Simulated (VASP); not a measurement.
# AlP (F-43m) in VASP: notebook, part 2 of 2

VASP 6.6.1. Earlier steps stand in the parts before.

## Step 5: Single point, PBE

This run uses another cell than the first one: it holds 2 atoms, not 32.

INCAR

```
PREC     = Accurate       # precision mode
ENCUT    = 500            # plane-wave cutoff, eV
EDIFF    = 1E-6           # SCF threshold, eV
ISMEAR   = 0              # smearing method
SIGMA    = 0.1            # smearing width, eV
LREAL    = False          # projectors in reciprocal space
LASPH    = True           # aspherical terms in the spheres
NELM     = 120            # most SCF steps
ALGO     = Normal         # electronic algorithm
ISIF     = 2              # what is computed and relaxed
LWAVE    = False          # write WAVECAR
LCHARG   = False          # write CHGCAR
GGA      = PE             # functional
NBANDS   = 11             # bands
GGA_COMPAT= False
```

KPOINTS

```
Automatic mesh
0
Gamma
  6 6 6
```

POSCAR

```
AlP
1.0
    0.0000000000      2.7364837130      2.7364837130
    2.7364837130      0.0000000000      2.7364837130
    2.7364837130      2.7364837130      0.0000000000
Al P
1 1
Direct
    0.0000000000      0.0000000000      0.0000000000
    0.7500000000      0.7500000000      0.7500000000
```

Potentials or basis: VASP PAW PBE potentials, release 64 (Al, P).

The run is started by

```bash
$ cat potpaw_PBE.64/Al/POTCAR potpaw_PBE.64/P/POTCAR > POTCAR
$ mpirun -np 1 vasp_std > vasp.out
```

OUTCAR:

```text
PREC = Accurate
   ENCUT = 500
   EDIFF = 1E-6
   ISMEAR = 0
   LREAL = False
   LASPH = True
   NELM = 120
   ISIF = 2
   GGA = PE

 ion  position               nearest neighbor table
   1  0.000  0.000  0.000-   2 2.37   2 2.37   2 2.37   2 2.37
   2  0.750  0.750  0.750-   1 2.37   1 2.37   1 2.37   1 2.37

  LATTYP: Found a face centered cubic cell.
 ALAT       =     5.4729674260

  Lattice vectors:

 A1 = (   0.0000000000,   2.7364837130,   2.7364837130)
 A2 = (   2.7364837130,   0.0000000000,   2.7364837130)
 A3 = (   2.7364837130,   2.7364837130,   0.0000000000)

Analysis of symmetry for initial positions (statically):
=====================================================================
 Subroutine PRICEL returns:
 Original cell was already a primitive cell.

 Routine SETGRP: Setting up the symmetry group for a
 face centered cubic supercell.

 Subroutine GETGRP returns: Found 24 space group operations
 (whereof 24 operations were pure point group operations)
 out of a pool of 48 trial point group operations.

The static configuration has the point symmetry T_d .

Analysis of symmetry for dynamics (positions and initial velocities):
=====================================================================
 Subroutine PRICEL returns:
 Original cell was already a primitive cell.

 Routine SETGRP: Setting up the symmetry group for a
 face centered cubic supercell.

 Subroutine GETGRP returns: Found 24 space group operations
 (whereof 24 operations were pure point group operations)
 out of a pool of 48 trial point group operations.

The dynamic configuration has the point symmetry T_d .

 Subroutine INISYM returns: Found 24 space group operations
 (whereof 24 operations are pure point group operations),
 and found     1 'primitive' translations

----------------------------------------------------------------------------------------

                                     Primitive cell

  volume of cell :      40.9835

  direct lattice vectors                    reciprocal lattice vectors
     0.000000000  2.736483713  2.736483713    -0.182716235  0.182716235  0.182716235
     2.736483713  0.000000000  2.736483713     0.182716235 -0.182716235  0.182716235
     2.736483713  2.736483713  0.000000000     0.182716235  0.182716235 -0.182716235

  length of vectors
     3.869972380  3.869972380  3.869972380     0.316473802  0.316473802  0.316473802

  position of ions in fractional coordinates (direct lattice)
     0.000000000  0.000000000  0.000000000
     0.750000000  0.750000000  0.750000000

  ion indices of the primitive-cell ions
   primitive index   ion index
                 1           1
                 2           2

----------------------------------------------------------------------------------------

 KPOINTS: Automatic mesh

Automatic generation of k-mesh.
 Grid dimensions read from file:
 generate k-points for:    6    6    6

 Generating k-lattice:

  Cartesian coordinates                     Fractional coordinates (reciprocal lattice)
    -0.030452706  0.030452706  0.030452706     0.166666667  0.000000000  0.000000000
     0.030452706 -0.030452706  0.030452706     0.000000000  0.166666667  0.000000000
     0.030452706  0.030452706 -0.030452706     0.000000000  0.000000000  0.166666667

  Length of vectors
     0.052745634  0.052745634  0.052745634

  Shift w.r.t. Gamma in fractional coordinates (k-lattice)
     0.000000000  0.000000000  0.000000000

 Subroutine IBZKPT returns following result:
 ===========================================

 Found     16 irreducible k-points:

 Following reciprocal coordinates:
            Coordinates               Weight
  0.000000  0.000000  0.000000      1.000000
  0.166667  0.000000  0.000000      8.000000
  0.333333  0.000000  0.000000      8.000000
  0.500000  0.000000  0.000000      4.000000
  0.166667  0.166667  0.000000      6.000000
  0.333333  0.166667  0.000000     24.000000
[... 8 lines left out ...]
 -0.333333  0.333333  0.166667     24.000000
 -0.333333  0.500000  0.166667     12.000000
   k-points           NKPTS =     16   k-points in BZ     NKDIM =     16   number of bands    NBANDS=     11
   number of dos      NEDOS =    301   number of ions     NIONS =      2
   total plane-waves  NPLWV =  21952
   dimension x,y,z NGX =    28 NGY =   28 NGZ =   28
   dimension x,y,z NGXF=    56 NGYF=   56 NGZF=   56
   ions per type =               1   1
   NGX,Y,Z   is equivalent  to a cutoff of  12.03, 12.03, 12.03 a.u.
   NGXF,Y,Z  is equivalent  to a cutoff of  24.06, 24.06, 24.06 a.u.
 SYSTEM =  unknown system
   PREC   = accura    normal or accurate (medium, high low for compatibility)
   ISTART =      0    job   : 0-new  1-cont  2-samecut
   ICHARG =      2    charge: 1-file 2-atom 10-const
   ISPIN  =      1    spin polarized calculation?
   LNONCOLLINEAR =      F non collinear calculations
   LSORBIT =      F    spin-orbit coupling
   LASPH  =      T    aspherical Exc in radial PAW
   ENCUT  =  500.0 eV  36.75 Ry    6.06 a.u.   7.06  7.06  7.06*2*pi/ulx,y,z
   NELM   =    120;   NELMIN=  2; NELMDL= -5     # of ELM steps
   EDIFF  = 0.1E-05   stopping-criterion for ELM
   LREAL  =      F    real-space projection
   EDIFFG = 0.1E-04   stopping-criterion for IOM
   NSW    =      0    number of steps for IOM
   IBRION =     -1    ionic relax: 0-MD 1-quasi-New 2-CG
   NFREE  =      0    steps in history (QN), initial steepest desc. (CG)
   ISIF   =      2    stress and relaxation
   ISYM   =      2    0-nonsym 1-usesym 2-fastsym
   POTIM  = 0.5000    time-step for ionic-motion
   TEBEG  =    0.0;   TEEND  =   0.0 temperature during run
   PSTRESS=    0.0 pullay stress
   NELECT =       8.0000    total number of electrons
   NUPDOWN=      -1.0000    fix difference up-down
   EMIN   =  10.00;   EMAX   =-10.00  energy-range for DOS
   EFERMI =   0.00;   METHOD = LEGACY
   ISMEAR =     0;   SIGMA  =   0.10  broadening in eV -4-tet -1-fermi 0-gaus
   EFERMI_NEDOS =   21; number of points for ismear=-14 and -15
   IALGO  =     38    algorithm
   IMIX   =      4    mixing-type and parameters
     AMIX     =   0.40;   BMIX     =  1.00
     AMIX_MAG =   1.60;   BMIX_MAG =  1.00
  volume/ion in A,a.u.               =      20.49       138.29
  Fermi-wavevector in a.u.,A,eV,Ry     =   0.949661  1.794599 12.270497  0.901856
  Thomas-Fermi vector in A             =   2.077965
   LORBIT       =      0    0 simple, 1 ext, 2 COOP (PROOUT), +10 PAW based schemes
   GGA     = PE    functional components
   LHFCALC =     F    Hartree Fock is set to
   AEXX    =    0.0000 exact exchange contribution
   IVDW    =     0    specifies the selected vdW correction
   LEPSILON=     F    determine dielectric tensor
   LRPA    =     F    only Hartree local field effects (RPA)
 non-spin polarized calculation
 Gauss-broadening in eV      SIGMA  =   0.10
  energy-cutoff  :      500.00
  volume of cell :       40.98
 maximum number of plane-waves:      1056
   NGX = 15   NGY = 15   NGZ = 15

 number of electron       8.0000001 magnetization

 Free energy of the ion-electron system (eV)
  ---------------------------------------------------
  ext. energy  EPLUGINS =         0.00000000
  ---------------------------------------------------
  free energy    TOTEN  =       -10.36562026 eV

  energy without entropy =      -10.36562026  energy(sigma->0) =      -10.36562026

 E-fermi :   4.9314     XC(G=0):  -9.1793

 val. band max:        4.5198956824   @ k =   0.0000   0.0000   0.0000
 cond. band min:       6.1104840716   @ k =   0.5000   0.5000   0.0000
 fundamental gap:      1.5905883892
 Fermi energy:         4.9314457095

 k-point     1 :       0.0000    0.0000    0.0000
  band No.  band energies     occupation
      1      -6.9453      2.00000
      2       4.5199      2.00000
      3       4.5199      2.00000
      4       4.5199      2.00000
      5       7.7642      0.00000
      6       9.0686      0.00000
      7       9.0686      0.00000
      8       9.0686      0.00000
      9      13.3441      0.00000
     10      13.3441      0.00000
     11      14.7588      0.00000
[... 197 lines left out ...]
 k-point    16 :      -0.3333    0.5000    0.1667
  band No.  band energies     occupation
      1      -4.5906      2.00000
      2      -0.5027      2.00000
      3       1.6350      2.00000
      4       1.8752      2.00000
      5       7.8387      0.00000
      6       8.8209      0.00000
      7      12.1476      0.00000
      8      12.4945      0.00000
      9      15.7184      0.00000
     10      16.4359      0.00000
     11      17.7446      0.00000

------------------------ aborting loop because EDIFF is reached ----------------------------------------

  FORCE on cell =-STRESS in cart. coord.  units (eV):
  Direction    XX          YY          ZZ          XY          YZ          ZX
  --------------------------------------------------------------------------------------
  -------------------------------------------------------------------------------------
  Total        0.4028868      0.4028868      0.4028868      0.0000000      0.0000000      0.0000000
  in kB       15.7501610     15.7501610     15.7501610      0.0000000      0.0000000      0.0000000
  external PRESSURE =      15.7501610 kB  Pullay stress =       0.0000000 kB

 VOLUME and BASIS-vectors are now :
 -----------------------------------------------------------------------------
  energy-cutoff  :      500.00
  volume of cell :       40.98
      direct lattice vectors                 reciprocal lattice vectors
     0.000000000  2.736483713  2.736483713    -0.182716235  0.182716235  0.182716235
     2.736483713  0.000000000  2.736483713     0.182716235 -0.182716235  0.182716235
     2.736483713  2.736483713  0.000000000     0.182716235  0.182716235 -0.182716235

 POSITION                                       TOTAL-FORCE (eV/Angst)
 -----------------------------------------------------------------------------------
      0.00000      0.00000      0.00000        -0.000000      0.000000     -0.000000
      4.10473      4.10473      4.10473         0.000000     -0.000000      0.000000
 -----------------------------------------------------------------------------------
    total drift:                                0.000000      0.000000     -0.000000

  FREE ENERGIE OF THE ION-ELECTRON SYSTEM (eV)
  ---------------------------------------------------
  free  energy   TOTEN  =       -10.3656202561 eV

  energy  without entropy=      -10.3656202561  energy(sigma->0) =      -10.36562026
```

Run time: 5.6 s. Hardware: 1 thread of Intel Xeon Platinum 8488C (Sapphire Rapids), shared host; peak memory 0.15 GiB.

What came out:

- Free energy: -10.3656 eV
- Pressure: 1.6 GPa
- Band gap on the k mesh: 1.59 eV, indirect (least direct gap 3.24 eV)

A k mesh can miss the band edges.

## Step 6: Single point, PBE

This run uses another cell than the first one: it holds 2 atoms, not 32.

INCAR

```
  PREC = Accurate
  ENCUT = 500
  EDIFF = 1E-6
  ISMEAR = 0
  SIGMA = 0.01
  LREAL = F
  LASPH = T
  NELM = 120
  ALGO = Normal
  ISIF = 2
  LWAVE = F
  LCHARG = F
  GGA = PE
  NBANDS = 11
  GGA_COMPAT = F
```

KPOINTS

```
regular mesh
0
Gamma
  8 8 8
```

POSCAR

```
AlP
1.0
    0.0000000000      2.7536699422      2.7536699422
    2.7536699422      0.0000000000      2.7536699422
    2.7536699422      2.7536699422      0.0000000000
Al P
1 1
Direct
    0.0000000000      0.0000000000      0.0000000000
    0.7500000000      0.7500000000      0.7500000000
```

Potentials or basis: VASP PAW PBE potentials, release 64 (Al, P).

The run is started by

```bash
$ cat potpaw_PBE.64/Al/POTCAR potpaw_PBE.64/P/POTCAR > POTCAR
$ mpirun -np 1 vasp_std > vasp.out
```

It took 8 s on 1 thread of Intel Xeon Platinum 8488C (Sapphire Rapids), shared host; peak memory 0.15 GiB.

It converged, with:

- Free energy: -10.3768 eV
- Pressure: -0.1 GPa
- Band gap on the k mesh: 1.63 eV, indirect (least direct gap 3.09 eV)

Levels at points of the mesh, in eV from the valence-band top:
| k point | band 2 | band 3 | band 4 | band 5 | band 6 | band 7 |
| --- | --- | --- | --- | --- | --- | --- |
| (0.00, 0.00, 0.00) | 0.00 | 0.00 | 0.00 | 3.09 | 4.53 | 4.53 |
| (0.50, 0.00, 0.00) | -5.41 | -0.75 | -0.75 | 2.72 | 4.81 | 4.81 |
| (0.50, 0.50, 0.00) | -5.22 | -2.05 | -2.05 | 1.63 | 2.47 | 10.85 |

A k mesh can miss the band edges. PBE gaps usually lie below the measured ones, often by a third to a half.

## Step 7: Overview

| cell | k mesh | smearing | gap on the mesh (eV) | pressure (GPa) |
| --- | --- | --- | --- | --- |
| a = 9.539 Å, angles 109.5°, 32 atoms | 2 × 2 × 2, shifted | gaussian 0.01 eV | 2.42 | -0.1 |
| a = 3.894 Å, angles 60.0°, 2 atoms | 8 × 8 × 8 | gaussian 0.01 eV | 1.63 | -0.1 |
| a = 7.789 Å, angles 60.0°, 16 atoms | 1 × 1 × 1 | gaussian 0.01 eV | 1.43 | 5.6 |
| a = 3.870 Å, angles 60.0°, 2 atoms | 6 × 6 × 6 | gaussian 0.1 eV | 1.59 | 1.6 |

Alike in all rows: task single point; level PBE; potentials or basis VASP PAW PBE potentials, release 64 (Al, P); no spin polarisation; cutoff (eV) 500.

Caveats: some runs use coarse meshes.

Total energies depend on the potentials used, so only differences within one code and one set of settings carry meaning.
